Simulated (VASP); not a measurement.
# Pd in VASP: a series of runs

Runs on Pd. Level: PBE. Tasks: single point.

All numbers are computed with VASP 6.6.1; they aren't measurements. Logs are shortened: lines on timing, memory, paths and dates and some standing lists are left out, and cuts for length are marked.

## (1) The cell of the first run

The cell holds a slab with vacuum, 4 atoms: a = 2.790 Å, b = 2.790 Å, c = 13.821 Å, α = 90.00°, β = 90.00°, γ = 120.00°.

## (2) Single point, PBE

INCAR reads:

```
ALGO     = Normal         # electronic algorithm
DIPOL    = 0.5 0.5 0.500
EDIFF    = 1E-6           # SCF threshold, eV
ENCUT    = 520            # plane-wave cutoff, eV
GGA      = PE             # functional
IDIPOL   = 3            
ISIF     = 2              # what is computed and relaxed
ISMEAR   = -1             # smearing method
LASPH    = True           # aspherical terms in the spheres
LCHARG   = False          # write CHGCAR
LDIPOL   = True         
LREAL    = False          # projectors in reciprocal space
LWAVE    = False          # write WAVECAR
NBANDS   = 28             # bands
NELM     = 100            # most SCF steps
PREC     = Accurate       # precision mode
SIGMA    = 0.08           # smearing width, eV
```

KPOINTS reads:

```
k-points
0
Gamma
  17 17 1
```

POSCAR reads:

```
Pd
1.0
    2.7896894626      0.0000000000      0.0000000000
   -1.3948447313      2.4159419433      0.0000000000
    0.0000000000      0.0000000000     13.8214000000
Pd
4
Direct
    0.0000000000      0.0000000000      0.2532307254
    0.3333333333      0.6666666667      0.4182819902
    0.6666666667      0.3333333333      0.5817180067
    0.0000000000      0.0000000000      0.7467692746
```

Potentials or basis: VASP PAW PBE potentials, release 64 (Pd).

Started as:

```bash
> cat potpaw_PBE.64/Pd/POTCAR > POTCAR
> mpirun -np 1 vasp_std > vasp.out
```

OUTCAR:

```text
EDIFF = 1E-6
   ENCUT = 520
   GGA = PE
   ISIF = 2
   ISMEAR = -1
   LASPH = True
   LREAL = False
   NELM = 100
   PREC = Accurate

 ion  position               nearest neighbor table
   1  0.000  0.000  0.253-   2 2.79   2 2.79   2 2.79
   2  0.333  0.667  0.418-   3 2.77   3 2.77   3 2.77   1 2.79   1 2.79   1 2.79
   3  0.667  0.333  0.582-   2 2.77   2 2.77   2 2.77   4 2.79   4 2.79   4 2.79
   4  0.000  0.000  0.747-   3 2.79   3 2.79   3 2.79

  LATTYP: Found a hexagonal cell.
 ALAT       =     2.7896894626
 C/A-ratio  =     4.9544582597

  Lattice vectors:

 A1 = (   2.7896894626,   0.0000000000,   0.0000000000)
 A2 = (  -1.3948447313,   2.4159419433,   0.0000000000)
 A3 = (   0.0000000000,   0.0000000000,  13.8214000000)

Analysis of symmetry for initial positions (statically):
=====================================================================
 Subroutine PRICEL returns:
 Original cell was already a primitive cell.

 Routine SETGRP: Setting up the symmetry group for a
 hexagonal supercell.

 Subroutine GETGRP returns: Found 12 space group operations
 (whereof 12 operations were pure point group operations)
 out of a pool of 24 trial point group operations.

The static configuration has the point symmetry D_3d.

Analysis of symmetry for dynamics (positions and initial velocities):
=====================================================================
 Subroutine PRICEL returns:
 Original cell was already a primitive cell.

 Routine SETGRP: Setting up the symmetry group for a
 hexagonal supercell.

 Subroutine GETGRP returns: Found 12 space group operations
 (whereof 12 operations were pure point group operations)
 out of a pool of 24 trial point group operations.

The dynamic configuration has the point symmetry D_3d.

 Subroutine INISYM returns: Found 12 space group operations
 (whereof 12 operations are pure point group operations),
 and found     1 'primitive' translations

----------------------------------------------------------------------------------------

                                     Primitive cell

  volume of cell :      93.1525

  direct lattice vectors                    reciprocal lattice vectors
     2.789689463  0.000000000  0.000000000     0.358462837  0.206958616  0.000000000
    -1.394844731  2.415941943  0.000000000     0.000000000  0.413917231  0.000000000
     0.000000000  0.000000000 13.821400000     0.000000000  0.000000000  0.072351571

  length of vectors
     2.789689463  2.789689463 13.821400000     0.413917231  0.413917231  0.072351571

  position of ions in fractional coordinates (direct lattice)
     0.000000000  0.000000000  0.253230725
     0.333333333  0.666666667  0.418281990
     0.666666667  0.333333333  0.581718007
     0.000000000  0.000000000  0.746769275

  ion indices of the primitive-cell ions
   primitive index   ion index
                 1           1
                 2           2
                 3           3
                 4           4

----------------------------------------------------------------------------------------

 KPOINTS: k-points

Automatic generation of k-mesh.
 Grid dimensions read from file:
 generate k-points for:   17   17    1

 Generating k-lattice:

  Cartesian coordinates                     Fractional coordinates (reciprocal lattice)
     0.021086049  0.012174036  0.000000000     0.058823529  0.000000000  0.000000000
     0.000000000  0.024348072  0.000000000     0.000000000  0.058823529  0.000000000
     0.000000000  0.000000000  0.072351571     0.000000000  0.000000000  1.000000000

  Length of vectors
     0.024348072  0.024348072  0.072351571

  Shift w.r.t. Gamma in fractional coordinates (k-lattice)
     0.000000000  0.000000000  0.000000000

 Subroutine IBZKPT returns following result:
 ===========================================

 Found     33 irreducible k-points:

 Following reciprocal coordinates:
            Coordinates               Weight
  0.000000  0.000000  0.000000      1.000000
  0.058824 -0.000000  0.000000      6.000000
  0.117647  0.000000  0.000000      6.000000
  0.176471  0.000000  0.000000      6.000000
  0.235294  0.000000  0.000000      6.000000
  0.294118  0.000000  0.000000      6.000000
[... 16 lines left out ...]
  0.411765  0.117647  0.000000     12.000000
  0.176471  0.176471  0.000000      6.000000
 [... further k-points ...]
   k-points           NKPTS =     33   k-points in BZ     NKDIM =     33   number of bands    NBANDS=     28
   number of dos      NEDOS =    301   number of ions     NIONS =      4
   total plane-waves  NPLWV =  62208
   dimension x,y,z NGX =    24 NGY =   24 NGZ =  108
   dimension x,y,z NGXF=    48 NGYF=   48 NGZF=  216
   ions per type =               4
   NGX,Y,Z   is equivalent  to a cutoff of  14.30, 14.30, 12.99 a.u.
   NGXF,Y,Z  is equivalent  to a cutoff of  28.60, 28.60, 25.98 a.u.
 SYSTEM =  unknown system
   PREC   = accura    normal or accurate (medium, high low for compatibility)
   ISTART =      0    job   : 0-new  1-cont  2-samecut
   ICHARG =      2    charge: 1-file 2-atom 10-const
   ISPIN  =      1    spin polarized calculation?
   LNONCOLLINEAR =      F non collinear calculations
   LSORBIT =      F    spin-orbit coupling
   LASPH  =      T    aspherical Exc in radial PAW
   ENCUT  =  520.0 eV  38.22 Ry    6.18 a.u.   5.19  5.19 25.70*2*pi/ulx,y,z
   NELM   =    100;   NELMIN=  2; NELMDL= -5     # of ELM steps
   EDIFF  = 0.1E-05   stopping-criterion for ELM
   LREAL  =      F    real-space projection
   EDIFFG = 0.1E-04   stopping-criterion for IOM
   NSW    =      0    number of steps for IOM
   IBRION =     -1    ionic relax: 0-MD 1-quasi-New 2-CG
   NFREE  =      0    steps in history (QN), initial steepest desc. (CG)
   ISIF   =      2    stress and relaxation
   ISYM   =      2    0-nonsym 1-usesym 2-fastsym
   POTIM  = 0.5000    time-step for ionic-motion
   TEBEG  =    0.0;   TEEND  =   0.0 temperature during run
   PSTRESS=    0.0 pullay stress
   NELECT =      40.0000    total number of electrons
   NUPDOWN=      -1.0000    fix difference up-down
   EMIN   =  10.00;   EMAX   =-10.00  energy-range for DOS
   EFERMI =   0.00;   METHOD = LEGACY
   ISMEAR =    -1;   SIGMA  =   0.08  broadening in eV -4-tet -1-fermi 0-gaus
   EFERMI_NEDOS =   21; number of points for ismear=-14 and -15
   IALGO  =     38    algorithm
   IMIX   =      4    mixing-type and parameters
     AMIX     =   0.40;   BMIX     =  1.00
     AMIX_MAG =   1.60;   BMIX_MAG =  1.00
  volume/ion in A,a.u.               =      23.29       157.16
  Fermi-wavevector in a.u.,A,eV,Ry     =   1.235085  2.333971 20.754788  1.525434
  Thomas-Fermi vector in A             =   2.369748
   LORBIT       =      0    0 simple, 1 ext, 2 COOP (PROOUT), +10 PAW based schemes
   GGA     = PE    functional components
   LHFCALC =     F    Hartree Fock is set to
   AEXX    =    0.0000 exact exchange contribution
   IVDW    =     0    specifies the selected vdW correction
   LEPSILON=     F    determine dielectric tensor
   LRPA    =     F    only Hartree local field effects (RPA)
 non-spin polarized calculation
  energy-cutoff  :      520.00
  volume of cell :       93.15
 maximum number of plane-waves:      2529
 NGX is ok and might be reduce to    24
   NGX = 11   NGY = 11   NGZ = 51

 number of electron      40.0000005 magnetization

 dipolmoment           0.000000      0.000000      0.000000 electrons x Angstroem

 Free energy of the ion-electron system (eV)
  ---------------------------------------------------
  ext. energy  EPLUGINS =         0.00000000
  ---------------------------------------------------
  free energy    TOTEN  =       -19.83926442 eV

  energy without entropy =      -19.64454749  energy(sigma->0) =      -19.74190596

 E-fermi :   4.2488     XC(G=0):  -9.5236

 val. band max:        4.2486533999   @ k =   0.3529   0.2353   0.0000
 cond. band min:       4.2526119874   @ k =   0.2941   0.1176   0.0000
 fundamental gap:      0.0039585875
 Fermi energy:         4.2487796881

 k-point     1 :       0.0000    0.0000    0.0000
  band No.  band energies     occupation
      1      -2.1418      2.00000
      2      -1.0823      2.00000
      3      -0.5616      2.00000
      4      -0.4071      2.00000
      5       1.5872      2.00000
      6       1.6387      2.00000
[... 20 lines left out ...]
     27      12.2207      0.00000
     28      15.8824      0.00000

 k-point     2 :       0.0588   -0.0000    0.0000
  band No.  band energies     occupation
      1      -2.0357      2.00000
      2      -0.9799      2.00000
      3      -0.4782      2.00000
      4      -0.3114      2.00000
      5       1.5275      2.00000
      6       1.5703      2.00000
[... 20 lines left out ...]
     27      12.2533      0.00000
     28      15.9733      0.00000

 k-point     3 :       0.1176    0.0000    0.0000
  band No.  band energies     occupation
      1      -1.7304      2.00000
      2      -0.6942      2.00000
      3      -0.2500      2.00000
      4      -0.0480      2.00000
      5       1.2938      2.00000
      6       1.4463      2.00000
[... 20 lines left out ...]
     27      12.3563      0.00000
     28      16.2435      0.00000

 k-point     4 :       0.1765    0.0000    0.0000
  band No.  band energies     occupation
      1      -1.2735      2.00000
      2      -0.3177      2.00000
      3       0.0308      2.00000
      4       0.2980      2.00000
      5       1.0229      2.00000
      6       1.2846      2.00000
[... 578 lines left out ...]
     27      12.8077      0.00000
     28      14.1372      0.00000

 k-point    23 :       0.4118    0.1176    0.0000
  band No.  band energies     occupation
      1      -0.3408      2.00000
      2      -0.2047      2.00000
      3      -0.1200      2.00000
      4       0.2409      2.00000
      5       0.4356      2.00000
      6       0.7010      2.00000
[... 20 lines left out ...]
     27      12.2977      0.00000
     28      13.7282      0.00000

 k-point    24 :       0.1765    0.1765    0.0000
  band No.  band energies     occupation
      1      -0.1129      2.00000
      2       0.2391      2.00000
      3       0.4915      2.00000
      4       0.6329      2.00000
      5       0.7325      2.00000
      6       0.9868      2.00000
[... 20 lines left out ...]
     27      13.4492      0.00000
     28      16.7136      0.00000

 [... further k-points ...]

------------------------ aborting loop because EDIFF is reached ----------------------------------------

 vacuum level on the upper side and lower side of the slab       (xc-potential included)        -1.723        -1.723

  FORCE on cell =-STRESS in cart. coord.  units (eV):
  Direction    XX          YY          ZZ          XY          YZ          ZX
  --------------------------------------------------------------------------------------
  -------------------------------------------------------------------------------------
  Total       -2.0695560     -2.0695560     -0.1157797      0.0000000      0.0000000     -0.0000000
  in kB      -35.5953590    -35.5953591     -1.9913553      0.0000000      0.0000000     -0.0000000
  external PRESSURE =     -24.3940245 kB  Pullay stress =       0.0000000 kB

 VOLUME and BASIS-vectors are now :
 -----------------------------------------------------------------------------
  energy-cutoff  :      520.00
  volume of cell :       93.15
      direct lattice vectors                 reciprocal lattice vectors
     2.789689463  0.000000000  0.000000000     0.358462837  0.206958616  0.000000000
    -1.394844731  2.415941943  0.000000000     0.000000000  0.413917231  0.000000000
     0.000000000  0.000000000 13.821400000     0.000000000  0.000000000  0.072351571

 POSITION                                       TOTAL-FORCE (eV/Angst)
 -----------------------------------------------------------------------------------
      0.00000      0.00000      3.50000        -0.000000      0.000000      0.013256
     -0.00000      1.61063      5.78124        -0.000000     -0.000000     -0.001985
      1.39484      0.80531      8.04016         0.000000      0.000000      0.001985
      0.00000      0.00000     10.32140         0.000000     -0.000000     -0.013256
 -----------------------------------------------------------------------------------
    total drift:                                0.000000     -0.000000      0.000033

  FREE ENERGIE OF THE ION-ELECTRON SYSTEM (eV)
  ---------------------------------------------------
  free  energy   TOTEN  =       -19.8392644220 eV

  energy  without entropy=      -19.6445474931  energy(sigma->0) =      -19.74190596

 vacuum level on the upper side and lower side of the slab         7.789         7.789
```

It took 64 s on 1 thread of Intel Xeon Platinum 8375C at 2.90GHz (Ice Lake), shared host; peak memory 0.25 GiB.

What came out:

```yaml
Free_energy: -19.8393 eV
Largest_force: 0.013 eV/Å
Band_gap_on_the_k_mesh: zero (band 20 reaches 4.52 eV, above the bottom of band 21 at 3.68 eV)
```

Forces on the atoms (eV/Å):
```
Pd   0.000  0.000  0.013
Pd   0.000  0.000 -0.002
Pd   0.000  0.000  0.002
Pd   0.000  0.000 -0.013
```

Levels at points of the mesh, in eV from the Fermi level:
| k point | band 17 | band 18 | band 19 | band 20 | band 21 | band 22 | band 23 | band 24 |
| --- | --- | --- | --- | --- | --- | --- | --- | --- |
| (0.00, 0.00, 0.00) | -1.15 | -0.90 | -0.90 | -0.41 | -0.41 | -0.08 | -0.08 | 0.59 |

## (3) Single point, PBE

INCAR reads:

```
SYSTEM = Pd
PREC     = Accurate       ! precision mode
ENCUT    = 520            ! plane-wave cutoff, eV
EDIFF    = 1E-7           ! SCF threshold, eV
ISMEAR   = -1             ! smearing method
SIGMA    = 0.08           ! smearing width, eV
LREAL    = .FALSE.        ! projectors in reciprocal space
LASPH    = .TRUE.         ! aspherical terms in the spheres
NELM     = 80             ! most SCF steps
ALGO     = Normal         ! electronic algorithm
ISIF     = 2              ! what is computed and relaxed
LWAVE    = .FALSE.        ! write WAVECAR
LCHARG   = .TRUE.         ! write CHGCAR
LDIPOL   = .TRUE.       
IDIPOL   = 3            
DIPOL    = 0.5 0.5 0.500
GGA      = PE             ! functional
LELF     = .TRUE.         ! ELF
LVHAR    = .TRUE.       
LVACPOTAV= .TRUE.       
NBANDS   = 28             ! bands
```

KPOINTS reads:

```
Automatic mesh
0
G
  17 17 1
  0 0 0
```

POSCAR is that of step 2.

Potentials or basis: VASP PAW PBE potentials, release 64 (Pd).

Started as:

```bash
> cat potpaw_PBE.64/Pd/POTCAR > POTCAR
> mpirun -np 1 vasp_std > vasp.out
```

OUTCAR:

```text
SYSTEM = Pd
   PREC = Accurate
   ENCUT = 520
   EDIFF = 1E-7
   ISMEAR = -1
   LREAL = .FALSE.
   LASPH = .TRUE.
   NELM = 80
   ISIF = 2
   GGA = PE

 ion  position               nearest neighbor table
   1  0.000  0.000  0.253-   2 2.79   2 2.79   2 2.79
   2  0.333  0.667  0.418-   3 2.77   3 2.77   3 2.77   1 2.79   1 2.79   1 2.79
   3  0.667  0.333  0.582-   2 2.77   2 2.77   2 2.77   4 2.79   4 2.79   4 2.79
   4  0.000  0.000  0.747-   3 2.79   3 2.79   3 2.79

  LATTYP: Found a hexagonal cell.
 ALAT       =     2.7896894626
 C/A-ratio  =     4.9544582597

  Lattice vectors:

 A1 = (   2.7896894626,   0.0000000000,   0.0000000000)
 A2 = (  -1.3948447313,   2.4159419433,   0.0000000000)
 A3 = (   0.0000000000,   0.0000000000,  13.8214000000)

Analysis of symmetry for initial positions (statically):
=====================================================================
 Subroutine PRICEL returns:
 Original cell was already a primitive cell.

 Routine SETGRP: Setting up the symmetry group for a
 hexagonal supercell.

 Subroutine GETGRP returns: Found 12 space group operations
 (whereof 12 operations were pure point group operations)
[... 165 lines left out ...]
  ---------------------------------------------------
  free energy    TOTEN  =       -19.83926443 eV

  energy without entropy =      -19.64454725  energy(sigma->0) =      -19.74190584

 E-fermi :   4.2487     XC(G=0):  -9.5238

 val. band max:        4.2485938136   @ k =   0.3529   0.2353   0.0000
 cond. band min:       4.2525527801   @ k =   0.2941   0.1176   0.0000
 fundamental gap:      0.0039589665
 Fermi energy:         4.2487326382

 k-point     1 :       0.0000    0.0000    0.0000
  band No.  band energies     occupation
      1      -2.1419      2.00000
      2      -1.0824      2.00000
      3      -0.5616      2.00000
      4      -0.4071      2.00000
      5       1.5871      2.00000
      6       1.6386      2.00000
[... 733 lines left out ...]
     27      13.4492      0.00000
     28      16.7135      0.00000

 [... further k-points ...]
[... 5 lines left out ...]
  --------------------------------------------------------------------------------------
  -------------------------------------------------------------------------------------
  Total       -2.0711632     -2.0711632     -0.1156035     -0.0000000      0.0000000      0.0000000
  in kB      -35.6230011    -35.6230011     -1.9883233     -0.0000000      0.0000000      0.0000000
  external PRESSURE =     -24.4114418 kB  Pullay stress =       0.0000000 kB

 VOLUME and BASIS-vectors are now :
 -----------------------------------------------------------------------------
  energy-cutoff  :      520.00
  volume of cell :       93.15
      direct lattice vectors                 reciprocal lattice vectors
     2.789689463  0.000000000  0.000000000     0.358462837  0.206958616  0.000000000
    -1.394844731  2.415941943  0.000000000     0.000000000  0.413917231  0.000000000
     0.000000000  0.000000000 13.821400000     0.000000000  0.000000000  0.072351571

 POSITION                                       TOTAL-FORCE (eV/Angst)
 -----------------------------------------------------------------------------------
      0.00000      0.00000      3.50000         0.000000      0.000000      0.013514
     -0.00000      1.61063      5.78124        -0.000000      0.000000     -0.001833
      1.39484      0.80531      8.04016        -0.000000     -0.000000      0.001833
      0.00000      0.00000     10.32140         0.000000     -0.000000     -0.013514
 -----------------------------------------------------------------------------------
    total drift:                                0.000000     -0.000000      0.000034

  FREE ENERGIE OF THE ION-ELECTRON SYSTEM (eV)
  ---------------------------------------------------
  free  energy   TOTEN  =       -19.8392644272 eV

  energy  without entropy=      -19.6445472528  energy(sigma->0) =      -19.74190584
```

OSZICAR:

```text
N       E                     dE             d eps       ncg     rms          rms(c)
DAV:   1     0.251473094260E+03    0.25147E+03   -0.19982E+04  1848   0.133E+03
DAV:   2    -0.139495442218E+02   -0.26542E+03   -0.25119E+03  1996   0.295E+02
DAV:   3    -0.207168966070E+02   -0.67674E+01   -0.66244E+01  2060   0.500E+01
DAV:   4    -0.208067388437E+02   -0.89842E-01   -0.89792E-01  2500   0.534E+00
DAV:   5    -0.208081474170E+02   -0.14086E-02   -0.14085E-02  2064   0.630E-01    0.123E+01
DAV:   6    -0.199189253014E+02    0.88922E+00   -0.27449E+00  2020   0.118E+01    0.608E+00
DAV:   7    -0.202108287866E+02   -0.29190E+00   -0.22982E+00  1988   0.115E+01    0.668E+00
DAV:   8    -0.198854502830E+02    0.32538E+00   -0.21808E+00  2000   0.120E+01    0.248E+00
DAV:   9    -0.198451082480E+02    0.40342E-01   -0.38619E-01  1960   0.404E+00    0.851E-01
DAV:  10    -0.198386903760E+02    0.64179E-02   -0.30856E-02  2024   0.133E+00    0.950E-02
DAV:  11    -0.198388173488E+02   -0.12697E-03   -0.12713E-03  1900   0.261E-01    0.106E-01
DAV:  12    -0.198391205799E+02   -0.30323E-03   -0.59964E-04  1880   0.128E-01    0.496E-02
DAV:  13    -0.198392563159E+02   -0.13574E-03   -0.27521E-04  1900   0.103E-01    0.236E-02
DAV:  14    -0.198392668099E+02   -0.10494E-04   -0.64864E-05  1876   0.572E-02    0.825E-03
DAV:  15    -0.198392645967E+02    0.22132E-05   -0.66145E-06  1936   0.205E-02    0.305E-03
DAV:  16    -0.198392644217E+02    0.17500E-06   -0.30954E-07  1660   0.431E-03    0.161E-03
DAV:  17    -0.198392644272E+02   -0.55634E-08   -0.17001E-07  1412   0.277E-03
   1 F= -.19839264E+02 E0= -.19741906E+02  d E =-.194717E+00
```

It took 67 s on 1 thread of Intel Xeon Platinum 8375C at 2.90GHz (Ice Lake), shared host; peak memory 0.26 GiB.

Results:

| Item | Value |
| --- | --- |
| Free energy | -19.8393 eV |
| Largest force | 0.014 eV/Å |
| Band gap on the k mesh | zero (band 20 reaches 4.52 eV, above the bottom of band 21 at 3.68 eV) |

Forces in eV/Å, atoms in the order of the input:
```
Pd   0.000  0.000  0.014
Pd   0.000  0.000 -0.002
Pd   0.000  0.000  0.002
Pd   0.000  0.000 -0.014
```
